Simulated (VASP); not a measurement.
Here is a VASP 6.6.1 calculation.

Contents of POSCAR:

```
BaTiO3
1.0
    3.9908967100      0.0000000000      0.0000000000
    0.0000000000      7.9817934100      0.0000000000
    0.0000000000      0.0000000000      4.0079582200
Ba Ti O
2 2 6
Direct
    0.0000000000      0.0000000000      0.0000000000
    0.0000000000      0.5000000000      0.0000000000
    0.5000000000      0.2500000000      0.4820000000
    0.5000000000      0.7500000000      0.4820000000
    0.5000000000      0.2500000000      0.0160000000
    0.5000000000      0.7500000000      0.0160000000
    0.5000000000      0.0000000000      0.5150000000
    0.5000000000      0.5000000000      0.5150000000
    0.0000000000      0.2500000000      0.5150000000
    0.0000000000      0.7500000000      0.5150000000
```

Contents of INCAR.step1:

```
SYSTEM = BaTiO3
PREC     = Accurate       ! precision mode
ENCUT    = 520            ! plane-wave cutoff, eV
ISMEAR   = -1             ! smearing method
SIGMA    = 0.1            ! smearing width, eV
LREAL    = .False.        ! projectors in reciprocal space
LASPH    = .True.         ! aspherical terms in the spheres
NELM     = 80             ! most SCF steps
NBANDS   = 51             ! bands
GGA      = PE             ! functional
ALGO     = Normal         ! electronic algorithm
EDIFF    = 1E-4           ! SCF threshold, eV
LWAVE    = .True.         ! write WAVECAR
LCHARG   = .False.        ! write CHGCAR
```

File INCAR.step2:

```
SYSTEM = BaTiO3
PREC     = Accurate       ! precision mode
ENCUT    = 520            ! plane-wave cutoff, eV
EDIFF    = 1E-6           ! SCF threshold, eV
ISMEAR   = -1             ! smearing method
SIGMA    = 0.1            ! smearing width, eV
LREAL    = .False.        ! projectors in reciprocal space
LASPH    = .True.         ! aspherical terms in the spheres
NELM     = 80             ! most SCF steps
ALGO     = Normal         ! electronic algorithm
ISIF     = 2              ! what is computed and relaxed
LWAVE    = .False.        ! write WAVECAR
LCHARG   = .True.         ! write CHGCAR
METAGGA  = R2SCAN         ! meta-GGA
LMIXTAU  = .True.       
LELF     = .True.         ! ELF
LVHAR    = .True.       
NBANDS   = 51             ! bands
ISTART   = 1
```

The input KPOINTS:

```
Automatic mesh
0
Gamma
  5 3 5
  0 0 0
```

Potentials or basis: VASP PAW PBE potentials, release 64 (Ba_sv, Ti_sv, O).

Launch:

```sh
$ cat potpaw_PBE.64/Ba_sv/POTCAR potpaw_PBE.64/Ti_sv/POTCAR potpaw_PBE.64/O/POTCAR > POTCAR
$ cp INCAR.step1 INCAR
$ mpirun -np 1 vasp_std > vasp.out
$ cp INCAR.step2 INCAR
$ mpirun -np 1 vasp_std > vasp.out
```

(1) What does it give for the band gap on the k mesh?

(2) Predict the pressure.

(3) What does it give for the largest force?

## Answers

(1) 2.28 eV.

(2) 2.7 GPa.

(3) 0.288 eV/Å.

Caveat: the PAW data sets were made with another functional, which shifts forces and pressure a little; spin-orbit coupling is left out, which moves the levels of the heavy elements; an odd mesh through Γ misses points on the zone boundary, where band edges can lie.
